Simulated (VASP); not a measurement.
# GaP (F-43m) in VASP: single point with LDA

Aim: the single point of GaP with LDA.

All numbers are computed with VASP 6.6.1; they aren't measurements. Logs are shortened: lines on timing, memory, paths and dates and some standing lists are left out, and cuts for length are marked.

**Measured values to compare with.**

From “Stacking defects in GaP nanowires: Electronic structure and optical properties”, 2018, arxiv:1810.01194, for a bulk crystal of GaP at 10 K: band gap 2.34 eV (indirect).

How close the calculation comes is told below.

## Step 1: The cell of the first run

It takes space group F-43m (No. 216, cubic). The conventional cell has a = 5.451 Å, b = 5.451 Å, c = 5.451 Å, α = 90.00°, β = 90.00°, γ = 90.00°. Ga (site symmetry -43m) has 4 P at 2.36 Å within 3.1 Å. Within 3.1 Å of P (site symmetry -43m) lie 4 Ga at 2.36 Å.

## Step 2: Single point, LDA

INCAR reads:

```
PREC = Accurate
ENCUT = 500
EDIFF = 1E-6
ISMEAR = 0
SIGMA = 0.01
LREAL = False
LASPH = True
NELM = 120
ALGO = Normal
ISIF = 2
LWAVE = False
LCHARG = False
GGA = CA
NBANDS = 16
GGA_COMPAT = False
```

KPOINTS reads:

```
Automatic mesh
0
Gamma
  5 5 5
```

POSCAR reads:

```
GaP
1.0
    0.0000000000      2.7252500000      2.7252500000
    2.7252500000      0.0000000000      2.7252500000
    2.7252500000      2.7252500000      0.0000000000
Ga P
1 1
Direct
    0.0000000000      0.0000000000      0.0000000000
    0.2500000000      0.2500000000      0.2500000000
```

Potentials or basis: VASP PAW LDA potentials, release 64 (Ga_d, P).

Started as:

```sh
cat potpaw_LDA.64/Ga_d/POTCAR potpaw_LDA.64/P/POTCAR > POTCAR
mpirun -np 1 vasp_std > vasp.out
```

OUTCAR:

```text
PREC = Accurate
   ENCUT = 500
   EDIFF = 1E-6
   ISMEAR = 0
   LREAL = False
   LASPH = True
   NELM = 120
   ISIF = 2
   GGA = CA

 ion  position               nearest neighbor table
   1  0.000  0.000  0.000-   2 2.36   2 2.36   2 2.36   2 2.36
   2  0.250  0.250  0.250-   1 2.36   1 2.36   1 2.36   1 2.36

  LATTYP: Found a face centered cubic cell.
 ALAT       =     5.4505000000

  Lattice vectors:

 A1 = (   0.0000000000,   2.7252500000,   2.7252500000)
 A2 = (   2.7252500000,   0.0000000000,   2.7252500000)
 A3 = (   2.7252500000,   2.7252500000,   0.0000000000)

Analysis of symmetry for initial positions (statically):
=====================================================================
 Subroutine PRICEL returns:
 Original cell was already a primitive cell.

 Routine SETGRP: Setting up the symmetry group for a
 face centered cubic supercell.

 Subroutine GETGRP returns: Found 24 space group operations
 (whereof 24 operations were pure point group operations)
 out of a pool of 48 trial point group operations.

The static configuration has the point symmetry T_d .

Analysis of symmetry for dynamics (positions and initial velocities):
=====================================================================
 Subroutine PRICEL returns:
 Original cell was already a primitive cell.

 Routine SETGRP: Setting up the symmetry group for a
 face centered cubic supercell.

 Subroutine GETGRP returns: Found 24 space group operations
 (whereof 24 operations were pure point group operations)
 out of a pool of 48 trial point group operations.

The dynamic configuration has the point symmetry T_d .

 Subroutine INISYM returns: Found 24 space group operations
 (whereof 24 operations are pure point group operations),
 and found     1 'primitive' translations

----------------------------------------------------------------------------------------

                                     Primitive cell

  volume of cell :      40.4808

  direct lattice vectors                    reciprocal lattice vectors
     0.000000000  2.725250000  2.725250000    -0.183469406  0.183469406  0.183469406
     2.725250000  0.000000000  2.725250000     0.183469406 -0.183469406  0.183469406
     2.725250000  2.725250000  0.000000000     0.183469406  0.183469406 -0.183469406

  length of vectors
     3.854085511  3.854085511  3.854085511     0.317778334  0.317778334  0.317778334

  position of ions in fractional coordinates (direct lattice)
     0.000000000  0.000000000  0.000000000
     0.250000000  0.250000000  0.250000000

  ion indices of the primitive-cell ions
   primitive index   ion index
                 1           1
                 2           2

----------------------------------------------------------------------------------------

 KPOINTS: Automatic mesh

Automatic generation of k-mesh.
 Grid dimensions read from file:
 generate k-points for:    5    5    5

 Generating k-lattice:

  Cartesian coordinates                     Fractional coordinates (reciprocal lattice)
    -0.036693881  0.036693881  0.036693881     0.200000000  0.000000000  0.000000000
     0.036693881 -0.036693881  0.036693881     0.000000000  0.200000000  0.000000000
     0.036693881  0.036693881 -0.036693881     0.000000000  0.000000000  0.200000000

  Length of vectors
     0.063555667  0.063555667  0.063555667

  Shift w.r.t. Gamma in fractional coordinates (k-lattice)
     0.000000000  0.000000000  0.000000000

 Subroutine IBZKPT returns following result:
 ===========================================

 Found     10 irreducible k-points:

 Following reciprocal coordinates:
            Coordinates               Weight
  0.000000  0.000000  0.000000      1.000000
  0.200000  0.000000  0.000000      8.000000
  0.400000  0.000000  0.000000      8.000000
  0.200000  0.200000  0.000000      6.000000
  0.400000  0.200000  0.000000     24.000000
 -0.400000  0.200000  0.000000     24.000000
 -0.200000  0.200000  0.000000     12.000000
  0.400000  0.400000  0.000000      6.000000
 -0.400000  0.400000  0.000000     12.000000
 -0.400000  0.400000  0.200000     24.000000
   k-points           NKPTS =     10   k-points in BZ     NKDIM =     10   number of bands    NBANDS=     16
   number of dos      NEDOS =    301   number of ions     NIONS =      2
   total plane-waves  NPLWV =  21952
   dimension x,y,z NGX =    28 NGY =   28 NGZ =   28
   dimension x,y,z NGXF=    56 NGYF=   56 NGZF=   56
   ions per type =               1   1
   NGX,Y,Z   is equivalent  to a cutoff of  12.08, 12.08, 12.08 a.u.
   NGXF,Y,Z  is equivalent  to a cutoff of  24.16, 24.16, 24.16 a.u.
 SYSTEM =  unknown system
   PREC   = accura    normal or accurate (medium, high low for compatibility)
   ISTART =      0    job   : 0-new  1-cont  2-samecut
   ICHARG =      2    charge: 1-file 2-atom 10-const
   ISPIN  =      1    spin polarized calculation?
   LNONCOLLINEAR =      F non collinear calculations
   LSORBIT =      F    spin-orbit coupling
   LASPH  =      T    aspherical Exc in radial PAW
   ENCUT  =  500.0 eV  36.75 Ry    6.06 a.u.   7.03  7.03  7.03*2*pi/ulx,y,z
   NELM   =    120;   NELMIN=  2; NELMDL= -5     # of ELM steps
   EDIFF  = 0.1E-05   stopping-criterion for ELM
   LREAL  =      F    real-space projection
   EDIFFG = 0.1E-04   stopping-criterion for IOM
   NSW    =      0    number of steps for IOM
   IBRION =     -1    ionic relax: 0-MD 1-quasi-New 2-CG
   NFREE  =      0    steps in history (QN), initial steepest desc. (CG)
   ISIF   =      2    stress and relaxation
   ISYM   =      2    0-nonsym 1-usesym 2-fastsym
   POTIM  = 0.5000    time-step for ionic-motion
   TEBEG  =    0.0;   TEEND  =   0.0 temperature during run
   PSTRESS=    0.0 pullay stress
   NELECT =      18.0000    total number of electrons
   NUPDOWN=      -1.0000    fix difference up-down
   EMIN   =  10.00;   EMAX   =-10.00  energy-range for DOS
   EFERMI =   0.00;   METHOD = LEGACY
   ISMEAR =     0;   SIGMA  =   0.01  broadening in eV -4-tet -1-fermi 0-gaus
   EFERMI_NEDOS =   21; number of points for ismear=-14 and -15
   IALGO  =     38    algorithm
   IMIX   =      4    mixing-type and parameters
     AMIX     =   0.40;   BMIX     =  1.00
     AMIX_MAG =   1.60;   BMIX_MAG =  1.00
  volume/ion in A,a.u.               =      20.24       136.59
  Fermi-wavevector in a.u.,A,eV,Ry     =   1.249538  2.361284 21.243377  1.561344
  Thomas-Fermi vector in A             =   2.383574
   LORBIT       =      0    0 simple, 1 ext, 2 COOP (PROOUT), +10 PAW based schemes
   GGA     = CA    functional components
   LHFCALC =     F    Hartree Fock is set to
   AEXX    =    0.0000 exact exchange contribution
   IVDW    =     0    specifies the selected vdW correction
   LEPSILON=     F    determine dielectric tensor
   LRPA    =     F    only Hartree local field effects (RPA)
 non-spin polarized calculation
 Gauss-broadening in eV      SIGMA  =   0.01
  energy-cutoff  :      500.00
  volume of cell :       40.48
 maximum number of plane-waves:      1032
   NGX = 13   NGY = 13   NGZ = 13

 number of electron      18.0000016 magnetization

 Free energy of the ion-electron system (eV)
  ---------------------------------------------------
  ext. energy  EPLUGINS =         0.00000000
  ---------------------------------------------------
  free energy    TOTEN  =       -10.39247066 eV

  energy without entropy =      -10.39247066  energy(sigma->0) =      -10.39247066

 E-fermi :   4.5944     XC(G=0): -10.1595

 val. band max:        4.5239203000   @ k =   0.0000   0.0000   0.0000
 cond. band min:       5.9633978354   @ k =   0.4000   0.4000   0.0000
 fundamental gap:      1.4394775353
 Fermi energy:         4.5944307460

 k-point     1 :       0.0000    0.0000    0.0000
  band No.  band energies     occupation
      1     -10.2016      2.00000
      2     -10.2016      2.00000
      3     -10.2016      2.00000
      4     -10.1041      2.00000
      5     -10.1041      2.00000
      6      -7.9902      2.00000
[... 8 lines left out ...]
     15      14.3112      0.00000
     16      14.3112      0.00000

 k-point     2 :       0.2000    0.0000    0.0000
  band No.  band energies     occupation
      1     -10.2296      2.00000
      2     -10.1912      2.00000
      3     -10.1912      2.00000
      4     -10.1037      2.00000
      5     -10.1037      2.00000
      6      -7.4825      2.00000
[... 8 lines left out ...]
     15      13.3648      0.00000
     16      14.3486      0.00000

 k-point     3 :       0.4000    0.0000    0.0000
  band No.  band energies     occupation
      1     -10.2699      2.00000
      2     -10.1788      2.00000
      3     -10.1788      2.00000
      4     -10.0984      2.00000
      5     -10.0984      2.00000
      6      -6.2486      2.00000
[... 8 lines left out ...]
     15      15.0022      0.00000
     16      15.0022      0.00000

 k-point     4 :       0.2000    0.2000    0.0000
  band No.  band energies     occupation
      1     -10.2467      2.00000
      2     -10.1802      2.00000
      3     -10.1802      2.00000
      4     -10.1146      2.00000
      5     -10.0967      2.00000
      6      -7.3130      2.00000
[... 8 lines left out ...]
     15      14.9322      0.00000
     16      15.8211      0.00000

 k-point     5 :       0.4000    0.2000    0.0000
  band No.  band energies     occupation
      1     -10.2759      2.00000
      2     -10.1693      2.00000
      3     -10.1645      2.00000
      4     -10.1173      2.00000
      5     -10.0921      2.00000
      6      -6.2734      2.00000
[... 8 lines left out ...]
     15      16.0384      0.00000
     16      16.4201      0.00000

 k-point     6 :      -0.4000    0.2000    0.0000
  band No.  band energies     occupation
      1     -10.2803      2.00000
      2     -10.1714      2.00000
      3     -10.1638      2.00000
      4     -10.1063      2.00000
      5     -10.0986      2.00000
      6      -5.5927      2.00000
[... 8 lines left out ...]
     15      14.5166      0.00000
     16      16.8080      0.00000

 k-point     7 :      -0.2000    0.2000    0.0000
  band No.  band energies     occupation
      1     -10.2577      2.00000
      2     -10.1785      2.00000
      3     -10.1778      2.00000
      4     -10.1076      2.00000
      5     -10.0999      2.00000
      6      -6.7031      2.00000
[... 8 lines left out ...]
     15      15.6739      0.00000
     16      16.3977      0.00000

 k-point     8 :       0.4000    0.4000    0.0000
  band No.  band energies     occupation
      1     -10.3034      2.00000
      2     -10.1439      2.00000
      3     -10.1439      2.00000
      4     -10.1356      2.00000
      5     -10.0847      2.00000
      6      -5.5726      2.00000
[... 8 lines left out ...]
     15      16.4971      0.00000
     16      18.7986      0.00000

 k-point     9 :      -0.4000    0.4000    0.0000
  band No.  band energies     occupation
      1     -10.3006      2.00000
      2     -10.1519      2.00000
      3     -10.1432      2.00000
      4     -10.1278      2.00000
      5     -10.0890      2.00000
      6      -4.9706      2.00000
[... 8 lines left out ...]
     15      15.3979      0.00000
     16      18.5216      0.00000

 k-point    10 :      -0.4000    0.4000    0.2000
  band No.  band energies     occupation
      1     -10.2890      2.00000
      2     -10.1655      2.00000
      3     -10.1478      2.00000
      4     -10.1192      2.00000
      5     -10.0943      2.00000
      6      -5.2808      2.00000
[... 8 lines left out ...]
     15      15.9795      0.00000
     16      18.5945      0.00000

------------------------ aborting loop because EDIFF is reached ----------------------------------------

  FORCE on cell =-STRESS in cart. coord.  units (eV):
  Direction    XX          YY          ZZ          XY          YZ          ZX
  --------------------------------------------------------------------------------------
  -------------------------------------------------------------------------------------
  Total       -0.6536841     -0.6536841     -0.6536841     -0.0000000      0.0000000      0.0000000
  in kB      -25.8719698    -25.8719698    -25.8719698     -0.0000000      0.0000000      0.0000000
  external PRESSURE =     -25.8719698 kB  Pullay stress =       0.0000000 kB

 VOLUME and BASIS-vectors are now :
 -----------------------------------------------------------------------------
  energy-cutoff  :      500.00
  volume of cell :       40.48
      direct lattice vectors                 reciprocal lattice vectors
     0.000000000  2.725250000  2.725250000    -0.183469406  0.183469406  0.183469406
     2.725250000  0.000000000  2.725250000     0.183469406 -0.183469406  0.183469406
     2.725250000  2.725250000  0.000000000     0.183469406  0.183469406 -0.183469406

 POSITION                                       TOTAL-FORCE (eV/Angst)
 -----------------------------------------------------------------------------------
      0.00000      0.00000      0.00000         0.000000      0.000000      0.000000
      1.36262      1.36262      1.36262        -0.000000     -0.000000     -0.000000
 -----------------------------------------------------------------------------------
    total drift:                                0.000001      0.000001      0.000001

  FREE ENERGIE OF THE ION-ELECTRON SYSTEM (eV)
  ---------------------------------------------------
  free  energy   TOTEN  =       -10.3924706610 eV

  energy  without entropy=      -10.3924706610  energy(sigma->0) =      -10.39247066
```

Run time: 10 s. Hardware: 1 thread of Intel Xeon 8259CL, shared host; peak memory 0.13 GiB.

Results:

```yaml
Free_energy: -10.3925 eV
Pressure: -2.6 GPa
Band_gap_on_the_k_mesh: 1.44 eV, indirect (least direct gap 1.63 eV)
```

Levels at points of the mesh, in eV from the valence-band top:
```
           k point  band 7  band 8  band 9  band 10  band 11  band 12
(0.00, 0.00, 0.00)    0.00    0.00    0.00     1.63     3.78     3.78
```

## Step 3: Comparison with measurements

Step 2. Against the measured gap of GaP, 2.34 eV (indirect; 10 K; quoted in “Stacking defects in GaP nanowires: Electronic structure and optical properties”, 2018, arxiv:1810.01194), the calculated 1.44 eV is off by -0.90 eV. Spin-orbit coupling on Ga is left out. The value is that of LDA on a finite k mesh, which can miss the band edges, without temperature or zero-point motion. Semilocal functionals fall short of measured gaps as a rule.
